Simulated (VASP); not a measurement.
# Ta in VASP: notebook

Ta is run at these levels: LDA; tasks: single point.

All numbers are computed with VASP 6.6.1; they aren't measurements. Logs are shortened: lines on timing, memory, paths and dates and some standing lists are left out, and cuts for length are marked.

## (1) The cell of the first run

The typed cell holds 1 atom: a = 2.942 Å, b = 2.942 Å, c = 2.942 Å, α = 120.00°, β = 120.00°, γ = 90.01°.

## (2) Single point, LDA

Contents of INCAR:

```
ALGO     = Fast           # electronic algorithm
EDIFF    = 1E-6           # SCF threshold, eV
ENCUT    = 520            # plane-wave cutoff, eV
ISIF     = 2              # what is computed and relaxed
ISMEAR   = 1              # smearing method
LASPH    = True           # aspherical terms in the spheres
LCHARG   = False          # write CHGCAR
LREAL    = False          # projectors in reciprocal space
LWAVE    = False          # write WAVECAR
NBANDS   = 12             # bands
NELM     = 60             # most SCF steps
PREC     = Accurate       # precision mode
SIGMA    = 0.02           # smearing width, eV
```

Contents of KPOINTS:

```
k-points
0
Gamma
  22 22 22
```

Contents of POSCAR:

```
Ta
1.0
   -1.4711972949      1.4711972949      2.0802729750
    1.4711972949     -1.4711972949      2.0802729750
    1.4711972949      1.4711972949     -2.0802729750
Ta
1
Direct
    0.0000000000      0.0000000000      0.0000000000
```

Potentials or basis: VASP PAW LDA potentials, release 64 (Ta_pv).

Command:

```
cat potpaw_LDA.64/Ta_pv/POTCAR > POTCAR
mpirun -np 1 vasp_std > vasp.out
```

OUTCAR:

```text
EDIFF = 1E-6
   ENCUT = 520
   ISIF = 2
   ISMEAR = 1
   LASPH = True
   LREAL = False
   NELM = 60
   PREC = Accurate

 ion  position               nearest neighbor table
   1  0.000  0.000  0.000-

  LATTYP: Found a body centered tetragonal cell.
 ALAT       =     2.9423945898
 C/A-ratio  =     1.4140000000

  Lattice vectors:

 A1 = (  -1.4711972949,   1.4711972949,   2.0802729750)
 A2 = (   1.4711972949,  -1.4711972949,   2.0802729750)
 A3 = (   1.4711972949,   1.4711972949,  -2.0802729750)

Analysis of symmetry for initial positions (statically):
=====================================================================
 Subroutine PRICEL returns:
 Original cell was already a primitive cell.

 Routine SETGRP: Setting up the symmetry group for a
 body centered tetragonal supercell.

 Subroutine GETGRP returns: Found 16 space group operations
 (whereof 16 operations were pure point group operations)
 out of a pool of 16 trial point group operations.

The static configuration has the point symmetry D_4h.

Analysis of symmetry for dynamics (positions and initial velocities):
=====================================================================
 Subroutine PRICEL returns:
 Original cell was already a primitive cell.

 Routine SETGRP: Setting up the symmetry group for a
 body centered tetragonal supercell.

 Subroutine GETGRP returns: Found 16 space group operations
 (whereof 16 operations were pure point group operations)
 out of a pool of 16 trial point group operations.

The dynamic configuration has the point symmetry D_4h.

 Subroutine INISYM returns: Found 16 space group operations
 (whereof 16 operations are pure point group operations),
 and found     1 'primitive' translations

----------------------------------------------------------------------------------------

                                     Primitive cell

  volume of cell :      18.0104

  direct lattice vectors                    reciprocal lattice vectors
    -1.471197295  1.471197295  2.080272975     0.000000000  0.339859244  0.240353072
     1.471197295 -1.471197295  2.080272975     0.339859244  0.000000000  0.240353072
     1.471197295  1.471197295 -2.080272975     0.339859244  0.339859244  0.000000000

  length of vectors
     2.942172431  2.942172431  2.942172431     0.416261822  0.416261822  0.480633552

[... 85 lines left out ...]
   ISYM   =      2    0-nonsym 1-usesym 2-fastsym
   POTIM  = 0.5000    time-step for ionic-motion
   TEBEG  =    0.0;   TEEND  =   0.0 temperature during run
   PSTRESS=    0.0 pullay stress
   NELECT =      11.0000    total number of electrons
   NUPDOWN=      -1.0000    fix difference up-down
   EMIN   =  10.00;   EMAX   =-10.00  energy-range for DOS
   EFERMI =   0.00;   METHOD = LEGACY
   ISMEAR =     1;   SIGMA  =   0.02  broadening in eV -4-tet -1-fermi 0-gaus
   EFERMI_NEDOS =   21; number of points for ismear=-14 and -15
   IALGO  =     68    algorithm
   IMIX   =      4    mixing-type and parameters
     AMIX     =   0.40;   BMIX     =  1.00
     AMIX_MAG =   1.60;   BMIX_MAG =  1.00
  volume/ion in A,a.u.               =      18.01       121.54
  Fermi-wavevector in a.u.,A,eV,Ry     =   1.388988  2.624806 26.249534  1.929286
  Thomas-Fermi vector in A             =   2.513061
   LORBIT       =      0    0 simple, 1 ext, 2 COOP (PROOUT), +10 PAW based schemes
   GGA     = CA    functional components
   LHFCALC =     F    Hartree Fock is set to
   AEXX    =    0.0000 exact exchange contribution
   IVDW    =     0    specifies the selected vdW correction
   LEPSILON=     F    determine dielectric tensor
   LRPA    =     F    only Hartree local field effects (RPA)
 non-spin polarized calculation
 RMM-DIIS sequential band-by-band and
 Methfessel and Paxton  Order N= 1 SIGMA  =   0.02
  energy-cutoff  :      520.00
  volume of cell :       18.01
 maximum number of plane-waves:       531
 NGX is ok and might be reduce to    24
   NGX = 11   NGY = 11   NGZ = 11

 number of electron      11.0000001 magnetization

 Free energy of the ion-electron system (eV)
  ---------------------------------------------------
  ext. energy  EPLUGINS =         0.00000000
  ---------------------------------------------------
  free energy    TOTEN  =       -12.53512018 eV

  energy without entropy =      -12.53503609  energy(sigma->0) =      -12.53509215

 E-fermi :   5.7666     XC(G=0): -12.7987

 val. band max:        5.7635691632   @ k =  -0.4091   0.4091   0.3182
 cond. band min:       5.7673876494   @ k =  -0.3636   0.1818   0.0909
 fundamental gap:      0.0038184862
 Fermi energy:         5.7666104170

 k-point     1 :       0.0000    0.0000    0.0000
  band No.  band energies     occupation
      1     -27.5139      2.00000
      2     -27.5137      2.00000
      3     -27.5137      2.00000
      4      -2.4445      2.00000
      5       6.1576     -0.00000
      6       6.1576     -0.00000
      7       6.1597     -0.00000
      8       9.2884      0.00000
      9       9.2912      0.00000
     10      18.4609      0.00000
     11      19.0493      0.00000
     12      23.4529      0.00000
[... 331 lines left out ...]
 k-point    24 :      -0.4545    0.0455   -0.0000
  band No.  band energies     occupation
      1     -28.6574      2.00000
      2     -27.6776      2.00000
      3     -27.6763      2.00000
      4       1.0529      2.00000
      5       5.7801      0.10058
      6       6.0435     -0.00000
      7       6.4163      0.00000
      8      11.4880      0.00000
      9      11.7024      0.00000
     10      16.5178      0.00000
     11      18.6715      0.00000
     12      19.0637      0.00000

 [... further k-points ...]

------------------------ aborting loop because EDIFF is reached ----------------------------------------

  FORCE on cell =-STRESS in cart. coord.  units (eV):
  Direction    XX          YY          ZZ          XY          YZ          ZX
  --------------------------------------------------------------------------------------
  -------------------------------------------------------------------------------------
  Total       -0.2668193     -0.2668193     -0.2736732      0.0000000      0.0000000     -0.0000000
  in kB      -23.7359006    -23.7359006    -24.3456162      0.0000000      0.0000000     -0.0000000
  external PRESSURE =     -23.9391392 kB  Pullay stress =       0.0000000 kB

 VOLUME and BASIS-vectors are now :
 -----------------------------------------------------------------------------
  energy-cutoff  :      520.00
  volume of cell :       18.01
      direct lattice vectors                 reciprocal lattice vectors
    -1.471197295  1.471197295  2.080272975     0.000000000  0.339859244  0.240353072
     1.471197295 -1.471197295  2.080272975     0.339859244  0.000000000  0.240353072
     1.471197295  1.471197295 -2.080272975     0.339859244  0.339859244  0.000000000

 POSITION                                       TOTAL-FORCE (eV/Angst)
 -----------------------------------------------------------------------------------
      0.00000      0.00000      0.00000         0.000000     -0.000000      0.000000
 -----------------------------------------------------------------------------------
    total drift:                               -0.000000      0.000000     -0.000000

  FREE ENERGIE OF THE ION-ELECTRON SYSTEM (eV)
  ---------------------------------------------------
  free  energy   TOTEN  =       -12.5351201805 eV

  energy  without entropy=      -12.5350360949  energy(sigma->0) =      -12.53509215
```

OSZICAR:

```text
N       E                     dE             d eps       ncg     rms          rms(c)
DAV:   1     0.601646872557E+02    0.60165E+02   -0.60636E+03 20056   0.874E+02
DAV:   2    -0.120565346531E+02   -0.72221E+02   -0.70338E+02 22288   0.243E+02
DAV:   3    -0.130512360894E+02   -0.99470E+00   -0.98643E+00 24180   0.271E+01
DAV:   4    -0.130539168005E+02   -0.26807E-02   -0.26802E-02 21748   0.156E+00
DAV:   5    -0.130539251893E+02   -0.83888E-05   -0.83892E-05 23736   0.840E-02    0.132E+01
RMM:   6    -0.126587568102E+02    0.39517E+00   -0.27773E-01 21163   0.417E+00    0.628E+00
RMM:   7    -0.125363408736E+02    0.12242E+00   -0.28818E-01 22355   0.404E+00    0.330E-01
RMM:   8    -0.125351316159E+02    0.12093E-02   -0.10466E-02 24780   0.931E-01    0.248E-01
RMM:   9    -0.125351465644E+02   -0.14948E-04   -0.10505E-03 25419   0.269E-01    0.536E-02
RMM:  10    -0.125351205067E+02    0.26058E-04   -0.10276E-04 25464   0.101E-01    0.839E-03
RMM:  11    -0.125351201013E+02    0.40538E-06   -0.13014E-05 25472   0.356E-02    0.455E-03
RMM:  12    -0.125351201805E+02   -0.79236E-07   -0.63738E-07 19868   0.640E-03
   1 F= -.12535120E+02 E0= -.12535092E+02  d E =-.840857E-04
```

Run time: 92 s. Hardware: 1 thread of Intel Xeon 6975P-C, shared host; peak memory 0.29 GiB.

Results:

- Free energy: -12.5351 eV
- Pressure: -2.4 GPa

Caveat: spin-orbit coupling is left out, which moves the levels of the heavy elements.

## (3) Single point, LDA

Contents of INCAR:

```
SYSTEM = Ta
PREC     = Accurate       ! precision mode
ENCUT    = 520            ! plane-wave cutoff, eV
EDIFF    = 1E-7           ! SCF threshold, eV
ISMEAR   = 1              ! smearing method
SIGMA    = 0.02           ! smearing width, eV
LREAL    = .False.        ! projectors in reciprocal space
LASPH    = .True.         ! aspherical terms in the spheres
NELM     = 100            ! most SCF steps
ALGO     = Fast           ! electronic algorithm
ISIF     = 2              ! what is computed and relaxed
LWAVE    = .False.        ! write WAVECAR
LCHARG   = .False.        ! write CHGCAR
NBANDS   = 12             ! bands
```

Contents of KPOINTS:

```
regular mesh
0
Gamma
  22 22 22
  0 0 0
```

Contents of POSCAR:

```
Ta
1.0
   -1.4425259498      1.4425259498      2.1637889247
    1.4425259498     -1.4425259498      2.1637889247
    1.4425259498      1.4425259498     -2.1637889247
Ta
1
Direct
    0.0000000000      0.0000000000      0.0000000000
```

Potentials or basis: VASP PAW LDA potentials, release 64 (Ta_pv).

Command:

```
cat potpaw_LDA.64/Ta_pv/POTCAR > POTCAR
mpirun -np 1 vasp_std > vasp.out
```

Run time: 77 s. Hardware: 1 thread of Intel Xeon 6975P-C, shared host; peak memory 0.28 GiB.

It converged, with:

| Quantity | Value |
| --- | --- |
| Free energy | -12.5572 eV |
| Pressure | -2.9 GPa |

Stress tensor (GPa, compression positive):
```
-5.82  0.00  0.00
 0.00 -5.82  0.00
 0.00  0.00  2.84
```

Levels at points of the mesh, in eV from the Fermi level:
```csv
k point,band 2,band 3,band 4,band 5,band 6,band 7,band 8,band 9
"(0.00, 0.00, 0.00)",-33.26,-33.26,-8.20,-0.11,0.70,0.70,2.91,4.10
"(0.50, 0.00, 0.00)",-33.48,-33.37,-4.75,-0.26,0.58,1.02,5.80,6.26
"(0.50, 0.50, 0.00)",-33.81,-33.66,-4.59,-3.56,3.67,5.88,6.30,7.26
"(0.50, 0.50, 0.50)",-33.61,-33.61,-4.66,-3.46,2.60,6.08,6.75,6.75
```

Caveat: spin-orbit coupling is left out, which moves the levels of the heavy elements.
